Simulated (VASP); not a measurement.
# TaSi2 (P6_422) in VASP: single point with LDA

Aim: the single point of TaSi2 with LDA.

Program: VASP 6.6.1. These are calculated values, not measurements. Logs are shortened: lines on timing, memory, paths and dates and some standing lists are left out, and cuts for length are marked.

## (1) The cell of the first run

It takes space group P6_422 (No. 181, hexagonal). The conventional cell has a = 4.733 Å, b = 4.733 Å, c = 6.517 Å, α = 90.00°, β = 90.00°, γ = 120.00°. Ta (site symmetry 222) has 10 Si at 2.58 to 2.79 Å and 4 Ta at 3.21 Å within 3.4 Å. Within 3.3 Å of Si (site symmetry 2) lie 9 Si at 2.53 to 3.29 Å and 5 Ta at 2.58 to 2.79 Å.

## (2) Single point, LDA

File INCAR:

```
PREC = Accurate
ENCUT = 520
EDIFF = 1E-6
ISMEAR = 0
SIGMA = 0.1
LREAL = False
LASPH = True
NELM = 60
ALGO = Normal
ISIF = 2
LWAVE = False
LCHARG = False
NBANDS = 38
```

File KPOINTS:

```
regular mesh
0
Gamma
  12 12 6
```

File POSCAR:

```
TaSi2
1.0
    4.7325088307      0.0000000000      0.0000000000
   -2.3662544153      4.0984728710      0.0000000000
    0.0000000000      0.0000000000      6.5168539226
Ta Si
3 6
Direct
    0.5000000000      0.0000000000      0.0000000000
    0.5000000000      0.5000000000      0.6666666667
    0.0000000000      0.5000000000      0.3333333333
    0.1593671339      0.3187342678      0.0000000000
    0.8406328661      0.1593671339      0.6666666667
    0.6812657322      0.8406328661      0.3333333333
    0.8406328661      0.6812657322      0.0000000000
    0.1593671339      0.8406328661      0.6666666667
    0.3187342678      0.1593671339      0.3333333333
```

Potentials or basis: VASP PAW LDA potentials, release 64 (Ta_pv, Si).

Launch:

```sh
$ cat potpaw_LDA.64/Ta_pv/POTCAR potpaw_LDA.64/Si/POTCAR > POTCAR
$ mpirun -np 1 vasp_std > vasp.out
```

OUTCAR:

```text
PREC = Accurate
   ENCUT = 520
   EDIFF = 1E-6
   ISMEAR = 0
   LREAL = False
   LASPH = True
   NELM = 60
   ISIF = 2

 ion  position               nearest neighbor table
   1  0.500  0.000  0.000-   6 2.58   9 2.58   8 2.58   5 2.58   4 2.70   7 2.70   4 2.70   7 2.70
                             4 2.79   7 2.79   2 3.21   2 3.21   3 3.21   3 3.21
   2  0.500  0.500  0.667-   4 2.58   7 2.58   6 2.58   9 2.58   5 2.70   8 2.70   8 2.70   5 2.70
                             8 2.79   5 2.79   1 3.21   1 3.21   3 3.21   3 3.21
   3  0.000  0.500  0.333-   4 2.58   7 2.58   5 2.58   8 2.58   6 2.70   9 2.70   9 2.70   6 2.70
                             6 2.79   9 2.79   1 3.21   1 3.21   2 3.21   2 3.21
   4  0.159  0.319  0.000-   9 2.53   5 2.53   3 2.58   2 2.58   7 2.61   1 2.70   1 2.70   1 2.79
                             7 2.79   7 2.79   8 3.14   6 3.14
   5  0.841  0.159  0.667-   4 2.53   6 2.53   1 2.58   3 2.58   8 2.61   2 2.70   2 2.70   2 2.79
                             8 2.79   8 2.79   7 3.14   9 3.14
   6  0.681  0.841  0.333-   7 2.53   5 2.53   1 2.58   2 2.58   9 2.61   3 2.70   3 2.70   3 2.79
                             9 2.79   9 2.79   4 3.14   8 3.14
   7  0.841  0.681  0.000-   6 2.53   8 2.53   3 2.58   2 2.58   4 2.61   1 2.70   1 2.70   1 2.79
                             4 2.79   4 2.79   5 3.14   9 3.14
   8  0.159  0.841  0.667-   7 2.53   9 2.53   1 2.58   3 2.58   5 2.61   2 2.70   2 2.70   2 2.79
                             5 2.79   5 2.79   4 3.14   6 3.14
   9  0.319  0.159  0.333-   4 2.53   8 2.53   1 2.58   2 2.58   6 2.61   3 2.70   3 2.70   3 2.79
                             6 2.79   6 2.79   7 3.14   5 3.14

  LATTYP: Found a hexagonal cell.
 ALAT       =     4.7325088307
 C/A-ratio  =     1.3770399920

  Lattice vectors:

 A1 = (   4.7325088307,   0.0000000000,   0.0000000000)
 A2 = (  -2.3662544153,   4.0984728710,   0.0000000000)
 A3 = (   0.0000000000,   0.0000000000,   6.5168539226)

Analysis of symmetry for initial positions (statically):
=====================================================================
 Subroutine PRICEL returns:
 Original cell was already a primitive cell.

 Routine SETGRP: Setting up the symmetry group for a
 hexagonal supercell.

 Subroutine GETGRP returns: Found 12 space group operations
 (whereof  4 operations were pure point group operations)
 out of a pool of 24 trial point group operations.

The static configuration has the point symmetry D_2 .
 The point group associated with its full space group is D_6 .

Analysis of symmetry for dynamics (positions and initial velocities):
=====================================================================
 Subroutine PRICEL returns:
 Original cell was already a primitive cell.

 Routine SETGRP: Setting up the symmetry group for a
 hexagonal supercell.

 Subroutine GETGRP returns: Found 12 space group operations
 (whereof  4 operations were pure point group operations)
 out of a pool of 24 trial point group operations.

The dynamic configuration has the point symmetry D_2 .
 The point group associated with its full space group is D_6 .

 Subroutine INISYM returns: Found 12 space group operations
 (whereof  4 operations are pure point group operations),
 and found     1 'primitive' translations

----------------------------------------------------------------------------------------

                                     Primitive cell

  volume of cell :     126.4013

  direct lattice vectors                    reciprocal lattice vectors
     4.732508831  0.000000000  0.000000000     0.211304413  0.121996660  0.000000000
    -2.366254415  4.098472871  0.000000000     0.000000000  0.243993319  0.000000000
     0.000000000  0.000000000  6.516853923     0.000000000  0.000000000  0.153448276

  length of vectors
     4.732508831  4.732508831  6.516853923     0.243993319  0.243993319  0.153448276

  position of ions in fractional coordinates (direct lattice)
     0.500000000  0.000000000  0.000000000
     0.500000000  0.500000000  0.666666667
     1.000000000  0.500000000  0.333333333
     0.159367134  0.318734268  0.000000000
     0.840632866  0.159367134  0.666666667
     0.681265732  0.840632866  0.333333333
     0.840632866  0.681265732  0.000000000
     0.159367134  0.840632866  0.666666667
     0.318734268  0.159367134  0.333333333

  ion indices of the primitive-cell ions
   primitive index   ion index
                 1           1
                 2           2
                 3           3
                 4           4
                 5           5
                 6           6
                 7           7
                 8           8
                 9           9

----------------------------------------------------------------------------------------

 KPOINTS: regular mesh

Automatic generation of k-mesh.
 Grid dimensions read from file:
 generate k-points for:   12   12    6

 Generating k-lattice:

  Cartesian coordinates                     Fractional coordinates (reciprocal lattice)
     0.017608701  0.010166388  0.000000000     0.083333333  0.000000000  0.000000000
     0.000000000  0.020332777  0.000000000     0.000000000  0.083333333  0.000000000
     0.000000000  0.000000000  0.025574713     0.000000000  0.000000000  0.166666667

  Length of vectors
     0.020332777  0.020332777  0.025574713

  Shift w.r.t. Gamma in fractional coordinates (k-lattice)
     0.000000000  0.000000000  0.000000000

 Subroutine IBZKPT returns following result:
 ===========================================

 Found     76 irreducible k-points:

 Following reciprocal coordinates:
            Coordinates               Weight
  0.000000  0.000000  0.000000      1.000000
  0.083333  0.000000  0.000000      6.000000
  0.166667 -0.000000  0.000000      6.000000
  0.250000  0.000000  0.000000      6.000000
  0.333333 -0.000000  0.000000      6.000000
  0.416667  0.000000  0.000000      6.000000
[... 16 lines left out ...]
  0.250000  0.000000  0.166667     12.000000
  0.333333 -0.000000  0.166667     12.000000
 [... further k-points ...]
   k-points           NKPTS =     76   k-points in BZ     NKDIM =     76   number of bands    NBANDS=     38
   number of dos      NEDOS =    301   number of ions     NIONS =      9
   total plane-waves  NPLWV =  62208
   dimension x,y,z NGX =    36 NGY =   36 NGZ =   48
   dimension x,y,z NGXF=    72 NGYF=   72 NGZF=   96
   ions per type =               3   6
   NGX,Y,Z   is equivalent  to a cutoff of  12.65, 12.65, 12.24 a.u.
   NGXF,Y,Z  is equivalent  to a cutoff of  25.29, 25.29, 24.49 a.u.
 SYSTEM =  unknown system
   PREC   = accura    normal or accurate (medium, high low for compatibility)
   ISTART =      0    job   : 0-new  1-cont  2-samecut
   ICHARG =      2    charge: 1-file 2-atom 10-const
   ISPIN  =      1    spin polarized calculation?
   LNONCOLLINEAR =      F non collinear calculations
   LSORBIT =      F    spin-orbit coupling
   LASPH  =      T    aspherical Exc in radial PAW
   ENCUT  =  520.0 eV  38.22 Ry    6.18 a.u.   8.80  8.80 12.12*2*pi/ulx,y,z
   NELM   =     60;   NELMIN=  2; NELMDL= -5     # of ELM steps
   EDIFF  = 0.1E-05   stopping-criterion for ELM
   LREAL  =      F    real-space projection
   EDIFFG = 0.1E-04   stopping-criterion for IOM
   NSW    =      0    number of steps for IOM
   IBRION =     -1    ionic relax: 0-MD 1-quasi-New 2-CG
   NFREE  =      0    steps in history (QN), initial steepest desc. (CG)
   ISIF   =      2    stress and relaxation
   ISYM   =      2    0-nonsym 1-usesym 2-fastsym
   POTIM  = 0.5000    time-step for ionic-motion
   TEBEG  =    0.0;   TEEND  =   0.0 temperature during run
   PSTRESS=    0.0 pullay stress
   NELECT =      57.0000    total number of electrons
   NUPDOWN=      -1.0000    fix difference up-down
   EMIN   =  10.00;   EMAX   =-10.00  energy-range for DOS
   EFERMI =   0.00;   METHOD = LEGACY
   ISMEAR =     0;   SIGMA  =   0.10  broadening in eV -4-tet -1-fermi 0-gaus
   EFERMI_NEDOS =   21; number of points for ismear=-14 and -15
   IALGO  =     38    algorithm
   IMIX   =      4    mixing-type and parameters
     AMIX     =   0.40;   BMIX     =  1.00
     AMIX_MAG =   1.60;   BMIX_MAG =  1.00
  volume/ion in A,a.u.               =      14.04        94.78
  Fermi-wavevector in a.u.,A,eV,Ry     =   1.255401  2.372365 21.443228  1.576033
  Thomas-Fermi vector in A             =   2.389160
   LORBIT       =      0    0 simple, 1 ext, 2 COOP (PROOUT), +10 PAW based schemes
   GGA     = CA    functional components
   LHFCALC =     F    Hartree Fock is set to
   AEXX    =    0.0000 exact exchange contribution
   IVDW    =     0    specifies the selected vdW correction
   LEPSILON=     F    determine dielectric tensor
   LRPA    =     F    only Hartree local field effects (RPA)
 non-spin polarized calculation
 Gauss-broadening in eV      SIGMA  =   0.10
  energy-cutoff  :      520.00
  volume of cell :      126.40
 maximum number of plane-waves:      3426
 NGX is ok and might be reduce to    36
   NGX = 17   NGY = 17   NGZ = 25

 number of electron      56.9999999 magnetization

 Free energy of the ion-electron system (eV)
  ---------------------------------------------------
  ext. energy  EPLUGINS =         0.00000000
  ---------------------------------------------------
  free energy    TOTEN  =       -79.35215608 eV

  energy without entropy =      -79.33455590  energy(sigma->0) =      -79.34335599

 E-fermi :   9.6415     XC(G=0): -12.3255

 val. band max:        9.6303652380   @ k =   0.5000   0.0000   0.0000
 cond. band min:       9.6480164142   @ k =   0.3333   0.0833   0.5000
 fundamental gap:      0.0176511762
 Fermi energy:         9.6415146825

 k-point     1 :       0.0000    0.0000    0.0000
  band No.  band energies     occupation
      1     -24.4841      2.00000
      2     -24.4841      2.00000
      3     -24.4765      2.00000
      4     -24.4043      2.00000
      5     -24.4043      2.00000
      6     -24.2986      2.00000
[... 30 lines left out ...]
     37      13.6418      0.00000
     38      13.8232      0.00000
[... 941 lines left out ...]
     37      13.8193      0.00000
     38      14.0788      0.00000

 [... further k-points ...]

------------------------ aborting loop because EDIFF is reached ----------------------------------------

  FORCE on cell =-STRESS in cart. coord.  units (eV):
  Direction    XX          YY          ZZ          XY          YZ          ZX
  --------------------------------------------------------------------------------------
  -------------------------------------------------------------------------------------
  Total        0.4965079      0.4965079      0.5778901      0.0000000      0.0000000      0.0000000
  in kB        6.2933983      6.2933983      7.3249443      0.0000000      0.0000000      0.0000000
  external PRESSURE =       6.6372470 kB  Pullay stress =       0.0000000 kB

 VOLUME and BASIS-vectors are now :
 -----------------------------------------------------------------------------
  energy-cutoff  :      520.00
  volume of cell :      126.40
      direct lattice vectors                 reciprocal lattice vectors
     4.732508831  0.000000000  0.000000000     0.211304413  0.121996660  0.000000000
    -2.366254415  4.098472871  0.000000000     0.000000000  0.243993319  0.000000000
     0.000000000  0.000000000  6.516853923     0.000000000  0.000000000  0.153448276

 POSITION                                       TOTAL-FORCE (eV/Angst)
 -----------------------------------------------------------------------------------
      2.36625      0.00000      0.00000        -0.000000     -0.000000     -0.000000
      1.18313      2.04924      4.34457        -0.000000     -0.000000      0.000000
     -1.18313      2.04924      2.17228        -0.000000     -0.000000     -0.000000
      0.00000      1.30632      0.00000        -0.000000     -0.005864     -0.000000
      3.60120      0.65316      4.34457         0.005079     -0.002932      0.000000
      1.23494      3.44531      2.17228         0.005079      0.002932     -0.000000
      2.36625      2.79215      0.00000         0.000000      0.005864     -0.000000
     -1.23494      3.44531      4.34457        -0.005079      0.002932      0.000000
      1.13131      0.65316      2.17228        -0.005079     -0.002932     -0.000000
 -----------------------------------------------------------------------------------
    total drift:                                0.000000     -0.000000     -0.000000

  FREE ENERGIE OF THE ION-ELECTRON SYSTEM (eV)
  ---------------------------------------------------
  free  energy   TOTEN  =       -79.3521560792 eV

  energy  without entropy=      -79.3345559004  energy(sigma->0) =      -79.34335599
```

Wall time 5.5 min (1 thread of Intel Xeon 8259CL, shared host); peak memory 0.39 GiB.

What came out:

```yaml
Free_energy: -79.3522 eV
Pressure: 0.7 GPa
Largest_force: 0.006 eV/Å
Band_gap_on_the_k_mesh: zero (an odd number of electrons rules out a gap without spin polarisation)
```

Forces on the atoms (eV/Å):
```
Ta   0.000  0.000  0.000
Ta   0.000  0.000  0.000
Ta   0.000  0.000  0.000
Si   0.000 -0.006  0.000
Si   0.005 -0.003  0.000
Si   0.005  0.003  0.000
Si   0.000  0.006  0.000
Si  -0.005  0.003  0.000
Si  -0.005 -0.003  0.000
```

Caveat: spin-orbit coupling is left out, which moves the levels of the heavy elements.
